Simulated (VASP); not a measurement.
# SrCl2 (Fm-3m) in VASP: a series of runs

The runs below take SrCl2 through single point, with PBE.

All numbers are computed with VASP 6.6.1; they aren't measurements. Logs are shortened: lines on timing, memory, paths and dates and some standing lists are left out, and cuts for length are marked.

## 1. The cell of the first run

Symmetry: Fm-3m, No. 225, cubic system. The conventional cell has a = 6.016 Å, b = 6.016 Å, c = 6.016 Å, α = 90.00°, β = 90.00°, γ = 90.00°. Within 3.4 Å of Sr (site symmetry m-3m) lie 8 Cl at 2.60 Å. Within 3.4 Å of Cl (site symmetry -43m) lie 4 Sr at 2.60 Å and 6 Cl at 3.01 Å.

## 2. Single point, PBE

File INCAR:

```
PREC     = Accurate       # precision mode
ENCUT    = 500            # plane-wave cutoff, eV
EDIFF    = 1E-6           # SCF threshold, eV
ISMEAR   = 0              # smearing method
SIGMA    = 0.01           # smearing width, eV
LREAL    = False          # projectors in reciprocal space
LASPH    = True           # aspherical terms in the spheres
NELM     = 120            # most SCF steps
ALGO     = Normal         # electronic algorithm
ISIF     = 2              # what is computed and relaxed
LWAVE    = False          # write WAVECAR
LCHARG   = False          # write CHGCAR
GGA      = PE             # functional
NBANDS   = 19             # bands
GGA_COMPAT= False
```

File KPOINTS:

```
Automatic mesh
0
Gamma
  6 6 6
```

File POSCAR:

```
SrCl2
1.0
    0.0000000000      3.0079577590      3.0079577590
    3.0079577590      0.0000000000      3.0079577590
    3.0079577590      3.0079577590      0.0000000000
Sr Cl
1 2
Direct
    0.0000000000      0.0000000000      0.0000000000
    0.2500000000      0.2500000000      0.2500000000
    0.7500000000      0.7500000000      0.7500000000
```

Potentials or basis: VASP PAW PBE potentials, release 64 (Sr_sv, Cl).

Started as:

```bash
$ cat potpaw_PBE.64/Sr_sv/POTCAR potpaw_PBE.64/Cl/POTCAR > POTCAR
$ mpirun -np 1 vasp_std > vasp.out
```

OUTCAR:

```text
PREC = Accurate
   ENCUT = 500
   EDIFF = 1E-6
   ISMEAR = 0
   LREAL = False
   LASPH = True
   NELM = 120
   ISIF = 2
   GGA = PE

 ion  position               nearest neighbor table
   1  0.000  0.000  0.000-   3 2.60   3 2.60   3 2.60   2 2.60   3 2.60   2 2.60   2 2.60   2 2.60

   2  0.250  0.250  0.250-   1 2.60   1 2.60   1 2.60   1 2.60
   3  0.750  0.750  0.750-   1 2.60   1 2.60   1 2.60   1 2.60

  LATTYP: Found a face centered cubic cell.
 ALAT       =     6.0159155180

  Lattice vectors:

 A1 = (   0.0000000000,   3.0079577590,   3.0079577590)
 A2 = (   3.0079577590,   0.0000000000,   3.0079577590)
 A3 = (   3.0079577590,   3.0079577590,   0.0000000000)

Analysis of symmetry for initial positions (statically):
=====================================================================
 Subroutine PRICEL returns:
 Original cell was already a primitive cell.

 Routine SETGRP: Setting up the symmetry group for a
 face centered cubic supercell.

 Subroutine GETGRP returns: Found 48 space group operations
 (whereof 48 operations were pure point group operations)
 out of a pool of 48 trial point group operations.

The static configuration has the point symmetry O_h .

Analysis of symmetry for dynamics (positions and initial velocities):
=====================================================================
 Subroutine PRICEL returns:
 Original cell was already a primitive cell.

 Routine SETGRP: Setting up the symmetry group for a
 face centered cubic supercell.

 Subroutine GETGRP returns: Found 48 space group operations
 (whereof 48 operations were pure point group operations)
 out of a pool of 48 trial point group operations.

The dynamic configuration has the point symmetry O_h .

 Subroutine INISYM returns: Found 48 space group operations
 (whereof 48 operations are pure point group operations),
 and found     1 'primitive' translations

----------------------------------------------------------------------------------------

                                     Primitive cell

  volume of cell :      54.4309

  direct lattice vectors                    reciprocal lattice vectors
     0.000000000  3.007957759  3.007957759    -0.166225739  0.166225739  0.166225739
     3.007957759  0.000000000  3.007957759     0.166225739 -0.166225739  0.166225739
     3.007957759  3.007957759  0.000000000     0.166225739  0.166225739 -0.166225739

  length of vectors
     4.253894658  4.253894658  4.253894658     0.287911425  0.287911425  0.287911425

  position of ions in fractional coordinates (direct lattice)
     0.000000000  0.000000000  0.000000000
     0.250000000  0.250000000  0.250000000
     0.750000000  0.750000000  0.750000000

  ion indices of the primitive-cell ions
   primitive index   ion index
                 1           1
                 2           2
                 3           3

----------------------------------------------------------------------------------------

 KPOINTS: Automatic mesh

Automatic generation of k-mesh.
 Grid dimensions read from file:
 generate k-points for:    6    6    6

 Generating k-lattice:

  Cartesian coordinates                     Fractional coordinates (reciprocal lattice)
    -0.027704290  0.027704290  0.027704290     0.166666667  0.000000000  0.000000000
     0.027704290 -0.027704290  0.027704290     0.000000000  0.166666667  0.000000000
     0.027704290  0.027704290 -0.027704290     0.000000000  0.000000000  0.166666667

  Length of vectors
     0.047985237  0.047985237  0.047985237

  Shift w.r.t. Gamma in fractional coordinates (k-lattice)
     0.000000000  0.000000000  0.000000000

 Subroutine IBZKPT returns following result:
 ===========================================

 Found     16 irreducible k-points:

 Following reciprocal coordinates:
            Coordinates               Weight
  0.000000  0.000000  0.000000      1.000000
  0.166667  0.000000  0.000000      8.000000
  0.333333  0.000000  0.000000      8.000000
  0.500000  0.000000  0.000000      4.000000
  0.166667  0.166667  0.000000      6.000000
  0.333333  0.166667  0.000000     24.000000
[... 8 lines left out ...]
 -0.333333  0.333333  0.166667     24.000000
 -0.333333  0.500000  0.166667     12.000000
   k-points           NKPTS =     16   k-points in BZ     NKDIM =     16   number of bands    NBANDS=     19
   number of dos      NEDOS =    301   number of ions     NIONS =      3
   total plane-waves  NPLWV =  32768
   dimension x,y,z NGX =    32 NGY =   32 NGZ =   32
   dimension x,y,z NGXF=    64 NGYF=   64 NGZF=   64
   ions per type =               1   2
   NGX,Y,Z   is equivalent  to a cutoff of  12.51, 12.51, 12.51 a.u.
   NGXF,Y,Z  is equivalent  to a cutoff of  25.01, 25.01, 25.01 a.u.
 SYSTEM =  unknown system
   PREC   = accura    normal or accurate (medium, high low for compatibility)
   ISTART =      0    job   : 0-new  1-cont  2-samecut
   ICHARG =      2    charge: 1-file 2-atom 10-const
   ISPIN  =      1    spin polarized calculation?
   LNONCOLLINEAR =      F non collinear calculations
   LSORBIT =      F    spin-orbit coupling
   LASPH  =      T    aspherical Exc in radial PAW
   ENCUT  =  500.0 eV  36.75 Ry    6.06 a.u.   7.76  7.76  7.76*2*pi/ulx,y,z
   NELM   =    120;   NELMIN=  2; NELMDL= -5     # of ELM steps
   EDIFF  = 0.1E-05   stopping-criterion for ELM
   LREAL  =      F    real-space projection
   EDIFFG = 0.1E-04   stopping-criterion for IOM
   NSW    =      0    number of steps for IOM
   IBRION =     -1    ionic relax: 0-MD 1-quasi-New 2-CG
   NFREE  =      0    steps in history (QN), initial steepest desc. (CG)
   ISIF   =      2    stress and relaxation
   ISYM   =      2    0-nonsym 1-usesym 2-fastsym
   POTIM  = 0.5000    time-step for ionic-motion
   TEBEG  =    0.0;   TEEND  =   0.0 temperature during run
   PSTRESS=    0.0 pullay stress
   NELECT =      24.0000    total number of electrons
   NUPDOWN=      -1.0000    fix difference up-down
   EMIN   =  10.00;   EMAX   =-10.00  energy-range for DOS
   EFERMI =   0.00;   METHOD = LEGACY
   ISMEAR =     0;   SIGMA  =   0.01  broadening in eV -4-tet -1-fermi 0-gaus
   EFERMI_NEDOS =   21; number of points for ismear=-14 and -15
   IALGO  =     38    algorithm
   IMIX   =      4    mixing-type and parameters
     AMIX     =   0.40;   BMIX     =  1.00
     AMIX_MAG =   1.60;   BMIX_MAG =  1.00
  volume/ion in A,a.u.               =      18.14       122.44
  Fermi-wavevector in a.u.,A,eV,Ry     =   1.246035  2.354664 21.124443  1.552603
  Thomas-Fermi vector in A             =   2.380230
   LORBIT       =      0    0 simple, 1 ext, 2 COOP (PROOUT), +10 PAW based schemes
   GGA     = PE    functional components
   LHFCALC =     F    Hartree Fock is set to
   AEXX    =    0.0000 exact exchange contribution
   IVDW    =     0    specifies the selected vdW correction
   LEPSILON=     F    determine dielectric tensor
   LRPA    =     F    only Hartree local field effects (RPA)
 non-spin polarized calculation
 Gauss-broadening in eV      SIGMA  =   0.01
  energy-cutoff  :      500.00
  volume of cell :       54.43
 maximum number of plane-waves:      1411
   NGX = 15   NGY = 15   NGZ = 15

 number of electron      23.9999996 magnetization

 Free energy of the ion-electron system (eV)
  ---------------------------------------------------
  ext. energy  EPLUGINS =         0.00000000
  ---------------------------------------------------
  free energy    TOTEN  =        -9.69027592 eV

  energy without entropy =       -9.69027592  energy(sigma->0) =       -9.69027592

 E-fermi :   4.0646     XC(G=0): -10.3753

 val. band max:        4.0195380979   @ k =   0.5000   0.5000   0.0000
 cond. band min:       8.8558729708   @ k =   0.5000   0.5000   0.0000
 fundamental gap:      4.8363348729
 Fermi energy:         4.0645864564

 k-point     1 :       0.0000    0.0000    0.0000
  band No.  band energies     occupation
      1     -27.9974      2.00000
      2     -11.1639      2.00000
      3     -10.2683      2.00000
      4     -10.2683      2.00000
      5     -10.2683      2.00000
      6      -9.0240      2.00000
[... 11 lines left out ...]
     18      13.7362      0.00000
     19      16.0565      0.00000

 k-point     2 :       0.1667    0.0000    0.0000
  band No.  band energies     occupation
      1     -27.9855      2.00000
      2     -11.6886      2.00000
      3     -10.2966      2.00000
      4     -10.2966      2.00000
      5      -9.7641      2.00000
      6      -9.0678      2.00000
[... 11 lines left out ...]
     18      13.6025      0.00000
     19      16.2537      0.00000

 k-point     3 :       0.3333    0.0000    0.0000
  band No.  band energies     occupation
      1     -27.9616      2.00000
      2     -12.1805      2.00000
      3     -10.3517      2.00000
      4     -10.3517      2.00000
      5     -10.0855      2.00000
      6      -8.2568      2.00000
[... 11 lines left out ...]
     18      14.4621      0.00000
     19      15.8778      0.00000

 k-point     4 :       0.5000    0.0000    0.0000
  band No.  band energies     occupation
      1     -27.9495      2.00000
      2     -12.3442      2.00000
      3     -10.3786      2.00000
      4     -10.3786      2.00000
      5     -10.3238      2.00000
      6      -7.7936      2.00000
[... 231 lines left out ...]
     18      15.0822      0.00000
     19      15.6654      0.00000

 k-point    15 :      -0.3333    0.3333    0.1667
  band No.  band energies     occupation
      1     -27.9377      2.00000
      2     -12.0809      2.00000
      3     -11.7676      2.00000
      4     -10.4898      2.00000
      5      -8.6649      2.00000
      6      -8.2256      2.00000
[... 11 lines left out ...]
     18      15.4001      0.00000
     19      15.4059      0.00000

 k-point    16 :      -0.3333    0.5000    0.1667
  band No.  band energies     occupation
      1     -27.9337      2.00000
      2     -12.3219      2.00000
      3     -11.5043      2.00000
      4     -10.5474      2.00000
      5      -8.9138      2.00000
      6      -7.9320      2.00000
[... 11 lines left out ...]
     18      14.8214      0.00000
     19      15.9704      0.00000

------------------------ aborting loop because EDIFF is reached ----------------------------------------

  FORCE on cell =-STRESS in cart. coord.  units (eV):
  Direction    XX          YY          ZZ          XY          YZ          ZX
  --------------------------------------------------------------------------------------
  -------------------------------------------------------------------------------------
  Total       15.5615929     15.5615929     15.5615929      0.0000000     -0.0000000      0.0000000
  in kB      458.0569086    458.0569086    458.0569086      0.0000000     -0.0000000      0.0000000
  external PRESSURE =     458.0569086 kB  Pullay stress =       0.0000000 kB

 VOLUME and BASIS-vectors are now :
 -----------------------------------------------------------------------------
  energy-cutoff  :      500.00
  volume of cell :       54.43
      direct lattice vectors                 reciprocal lattice vectors
     0.000000000  3.007957759  3.007957759    -0.166225739  0.166225739  0.166225739
     3.007957759  0.000000000  3.007957759     0.166225739 -0.166225739  0.166225739
     3.007957759  3.007957759  0.000000000     0.166225739  0.166225739 -0.166225739

 POSITION                                       TOTAL-FORCE (eV/Angst)
 -----------------------------------------------------------------------------------
      0.00000      0.00000      0.00000         0.000000      0.000000      0.000000
      1.50398      1.50398      1.50398        -0.000000     -0.000000      0.000000
      4.51194      4.51194      4.51194         0.000000      0.000000     -0.000000
 -----------------------------------------------------------------------------------
    total drift:                                0.000000     -0.000000      0.000000

  FREE ENERGIE OF THE ION-ELECTRON SYSTEM (eV)
  ---------------------------------------------------
  free  energy   TOTEN  =        -9.6902759167 eV

  energy  without entropy=       -9.6902759167  energy(sigma->0) =       -9.69027592
```

Run time: 10 s. Hardware: 1 thread of Intel Xeon Platinum 8488C (Sapphire Rapids), shared host; peak memory 0.17 GiB.

Results:

```yaml
Free_energy: -9.6903 eV
Pressure: 45.8 GPa
Band_gap_on_the_k_mesh: 4.84 eV
```

Levels at points of the mesh, in eV from the valence-band top:
| k point | band 9 | band 10 | band 11 | band 12 | band 13 | band 14 | band 15 | band 16 |
| --- | --- | --- | --- | --- | --- | --- | --- | --- |
| (0.00, 0.00, 0.00) | -4.27 | -0.55 | -0.55 | -0.55 | 5.16 | 5.16 | 7.10 | 9.72 |
| (0.50, 0.00, 0.00) | -2.39 | -2.26 | -1.67 | -1.67 | 6.48 | 6.48 | 8.01 | 8.80 |
| (0.50, 0.50, 0.00) | -2.93 | -0.94 | -0.94 | 0.00 | 4.84 | 8.11 | 8.26 | 8.94 |

Caveat: the cell stands under pressure. A k mesh can miss the band edges.

## 3. Single point, PBE

This run uses another cell than the first one, of 19.85 Å³/atom.

File INCAR:

```
SYSTEM = SrCl2
PREC = Accurate
ENCUT = 500
EDIFF = 1E-6
ISMEAR = 0
SIGMA = 0.01
LREAL = .FALSE.
LASPH = .TRUE.
NELM = 120
ALGO = Normal
ISIF = 2
LWAVE = .FALSE.
LCHARG = .TRUE.
GGA = PE
LELF = .TRUE.
LVHAR = .TRUE.
NBANDS = 19
GGA_COMPAT = .FALSE.
```

File KPOINTS:

```
regular mesh
0
G
  6 6 6
  0 0 0
```

File POSCAR:

```
SrCl2
1.0
    0.0000000000      3.0995841267      3.0995841267
    3.0995841267      0.0000000000      3.0995841267
    3.0995841267      3.0995841267      0.0000000000
Sr Cl
1 2
Direct
    0.0000000000      0.0000000000      0.0000000000
    0.2500000000      0.2500000000      0.2500000000
    0.7500000000      0.7500000000      0.7500000000
```

Potentials or basis: VASP PAW PBE potentials, release 64 (Sr_sv, Cl).

Started as:

```bash
$ cat potpaw_PBE.64/Sr_sv/POTCAR potpaw_PBE.64/Cl/POTCAR > POTCAR
$ mpirun -np 1 vasp_std > vasp.out
```

OUTCAR:

```text
SYSTEM = SrCl2
   PREC = Accurate
   ENCUT = 500
   EDIFF = 1E-6
   ISMEAR = 0
   LREAL = .FALSE.
   LASPH = .TRUE.
   NELM = 120
   ISIF = 2
   GGA = PE

 ion  position               nearest neighbor table
   1  0.000  0.000  0.000-   3 2.68   3 2.68   3 2.68   2 2.68   3 2.68   2 2.68   2 2.68   2 2.68

   2  0.250  0.250  0.250-   1 2.68   1 2.68   1 2.68   1 2.68
   3  0.750  0.750  0.750-   1 2.68   1 2.68   1 2.68   1 2.68

  LATTYP: Found a face centered cubic cell.
 ALAT       =     6.1991682534

  Lattice vectors:

 A1 = (   0.0000000000,   3.0995841267,   3.0995841267)
 A2 = (   3.0995841267,   0.0000000000,   3.0995841267)
 A3 = (   3.0995841267,   3.0995841267,   0.0000000000)

Analysis of symmetry for initial positions (statically):
=====================================================================
 Subroutine PRICEL returns:
 Original cell was already a primitive cell.

 Routine SETGRP: Setting up the symmetry group for a
 face centered cubic supercell.

 Subroutine GETGRP returns: Found 48 space group operations
 (whereof 48 operations were pure point group operations)
 out of a pool of 48 trial point group operations.

The static configuration has the point symmetry O_h .
[... 153 lines left out ...]

 E-fermi :   3.1252     XC(G=0):  -9.9231

 val. band max:        3.0683133012   @ k =   0.5000   0.5000   0.0000
 cond. band min:       8.1121770846   @ k =   0.5000   0.5000   0.0000
 fundamental gap:      5.0438637834
 Fermi energy:         3.1252396412

 k-point     1 :       0.0000    0.0000    0.0000
  band No.  band energies     occupation
      1     -29.0015      2.00000
      2     -11.6568      2.00000
      3     -11.2061      2.00000
      4     -11.2061      2.00000
      5     -11.2061      2.00000
      6      -9.8366      2.00000
[... 329 lines left out ...]
      6      -9.1000      2.00000
[... 11 lines left out ...]
     18      13.9666      0.00000
     19      14.7334      0.00000

------------------------ aborting loop because EDIFF is reached ----------------------------------------

  FORCE on cell =-STRESS in cart. coord.  units (eV):
  Direction    XX          YY          ZZ          XY          YZ          ZX
  --------------------------------------------------------------------------------------
  -------------------------------------------------------------------------------------
  Total       11.3484521     11.3484521     11.3484521     -0.0000000      0.0000000     -0.0000000
  in kB      305.2860300    305.2860300    305.2860300     -0.0000000      0.0000000     -0.0000000
  external PRESSURE =     305.2860300 kB  Pullay stress =       0.0000000 kB

 VOLUME and BASIS-vectors are now :
 -----------------------------------------------------------------------------
  energy-cutoff  :      500.00
  volume of cell :       59.56
      direct lattice vectors                 reciprocal lattice vectors
     0.000000000  3.099584127  3.099584127    -0.161311963  0.161311963  0.161311963
     3.099584127  0.000000000  3.099584127     0.161311963 -0.161311963  0.161311963
     3.099584127  3.099584127  0.000000000     0.161311963  0.161311963 -0.161311963

 POSITION                                       TOTAL-FORCE (eV/Angst)
 -----------------------------------------------------------------------------------
      0.00000      0.00000      0.00000        -0.000000     -0.000000     -0.000000
      1.54979      1.54979      1.54979         0.000000      0.000000      0.000000
      4.64938      4.64938      4.64938        -0.000000     -0.000000     -0.000000
 -----------------------------------------------------------------------------------
    total drift:                                0.000000     -0.000000      0.000000

  FREE ENERGIE OF THE ION-ELECTRON SYSTEM (eV)
  ---------------------------------------------------
  free  energy   TOTEN  =       -10.8996371713 eV

  energy  without entropy=      -10.8996371713  energy(sigma->0) =      -10.89963717
```

OSZICAR:

```text
N       E                     dE             d eps       ncg     rms          rms(c)
DAV:   1     0.141562711847E+03    0.14156E+03   -0.12078E+04   608   0.116E+03
DAV:   2    -0.376540151499E+01   -0.14533E+03   -0.14058E+03   777   0.233E+02
DAV:   3    -0.109245267257E+02   -0.71591E+01   -0.71334E+01   837   0.519E+01
DAV:   4    -0.111935859017E+02   -0.26906E+00   -0.26884E+00   938   0.817E+00
DAV:   5    -0.111965892946E+02   -0.30034E-02   -0.30032E-02   804   0.889E-01    0.304E+01
DAV:   6    -0.109189100739E+02    0.27768E+00   -0.42821E-01   686   0.367E+00    0.186E+01
DAV:   7    -0.109030557062E+02    0.15854E-01   -0.41054E-01   680   0.375E+00    0.143E+00
DAV:   8    -0.108974274310E+02    0.56283E-02   -0.55657E-02   696   0.135E+00    0.435E-01
DAV:   9    -0.108988477114E+02   -0.14203E-02   -0.23807E-03   722   0.345E-01    0.194E-01
DAV:  10    -0.108994972631E+02   -0.64955E-03   -0.41526E-04   675   0.122E-01    0.775E-02
DAV:  11    -0.108996292709E+02   -0.13201E-03   -0.12643E-04   709   0.604E-02    0.244E-02
DAV:  12    -0.108996367721E+02   -0.75012E-05   -0.89925E-06   745   0.169E-02    0.285E-03
DAV:  13    -0.108996371713E+02   -0.39921E-06   -0.44734E-07   618   0.402E-03
   1 F= -.10899637E+02 E0= -.10899637E+02  d E =-.661165E-18
```

stdout:

```text
POSCAR found type information on POSCAR SrCl
 POSCAR found :  2 types and       3 ions
 scaLAPACK will be used
 LDA part: xc-table for (Slater+PW92), standard interpolation
 POSCAR, INCAR and KPOINTS ok, starting setup
 FFT: planning ... GRIDC
 FFT: planning ... GRID_SOFT
 FFT: planning ... GRID
 WAVECAR not read
 entering main loop
```

Wall time 11 s (1 thread of Intel Xeon Platinum 8488C (Sapphire Rapids), shared host); peak memory 0.18 GiB.

Results:

| Item | Value |
| --- | --- |
| Free energy | -10.8996 eV |
| Pressure | 30.5 GPa |
| Band gap on the k mesh | 5.04 eV |

Caveat: the cell stands under pressure.

(Part 1 of 2 ends here.)
